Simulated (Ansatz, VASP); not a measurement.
**Two plane-wave programs on SiGe2**

File INCAR:

```
PREC     = Accurate       # precision mode
ENCUT    = 520            # plane-wave cutoff, eV
EDIFF    = 1E-7           # SCF threshold, eV
ISMEAR   = 0              # smearing method
SIGMA    = 0.1            # smearing width, eV
LREAL    = False          # projectors in reciprocal space
LASPH    = True           # aspherical terms in the spheres
NELM     = 80             # most SCF steps
ALGO     = Normal         # electronic algorithm
ISIF     = 2              # what is computed and relaxed
LWAVE    = False          # write WAVECAR
LCHARG   = False          # write CHGCAR
GGA      = PE             # functional
NBANDS   = 41             # bands
```

Contents of KPOINTS:

```
regular mesh
0
Gamma
  6 6 2
```

POSCAR

```
SiGe2
1.0
    2.9427831600      0.0000000000      0.0000000000
   -1.4713915800      2.5485249700      0.0000000000
    0.0000000000      0.0000000000     14.3377397900
Si Ge
2 4
Direct
    0.6666666700      0.3333333300      0.1666666700
    0.6666666700      0.3333333300      0.8333333300
    0.3333333300      0.6666666700      0.0000000000
    0.3333333300      0.6666666700      0.3333333300
    0.3333333300      0.6666666700      0.6666666700
    0.6666666700      0.3333333300      0.5000000000
```

Input for Ansatz:

```yaml
crystal:
  lattice:
    - [2.94278316, 0.0, 0.0]
    - [-1.47139158, 2.54852497, 0.0]
    - [0.0, 0.0, 14.33773979]
  atoms:
    - { symbol: Si, position: [0.66666667, 0.33333333, 0.16666667] }
    - { symbol: Si, position: [0.66666667, 0.33333333, 0.83333333] }
    - { symbol: Ge, position: [0.33333333, 0.66666667, 0.0] }
    - { symbol: Ge, position: [0.33333333, 0.66666667, 0.33333333] }
    - { symbol: Ge, position: [0.33333333, 0.66666667, 0.66666667] }
    - { symbol: Ge, position: [0.66666667, 0.33333333, 0.5] }
basis:
  ecutwfc: 420
kpoints:
  mp_grid: { grid: [6, 6, 2] }
hamiltonian:
  xc: pbe
scf:
  occupations: { method: gaussian, width: 0.1 }
  lower_state_search: "off"
output:
  forces: true
  stress: true
  eigenvalues: true
```

Alike in both runs: task single point; functional PBE; k mesh 6 × 6 × 2; occupations gaussian, width 0.1 eV; no spin polarisation.

```csv
,VASP,Ansatz
version,VASP 6.6.1,Ansatz 0.2.0
potentials or method,"VASP PAW PBE potentials, release 64 (Si, Ge_d), cutoff 520 eV","scalar-relativistic, plane waves, PAW"
valence electrons in the cell,64,64
```

|  | VASP | Ansatz | Ansatz less VASP |
| --- | --- | --- | --- |
| gap on the k mesh at the Fermi level (eV) | none | none | - |
| pressure (GPa) | 0.8 | 0.7 | -0.03 |
| traceless stress, the component that is largest in VASP (GPa) | -2.83 | -2.83 | +0.007 |
| rms of the force components (eV/Å) | 0.140 | 0.139 | -0.0010 |

Atom by atom the forces differ by 0.001 eV/Å (rms over components). A gap of «none» marks a metal or a gap that the smearing closes. The functional is the same, so the differences come from potentials, cutoffs and numerics.

The k mesh is coarse, so the values compare programs but aren't converged.
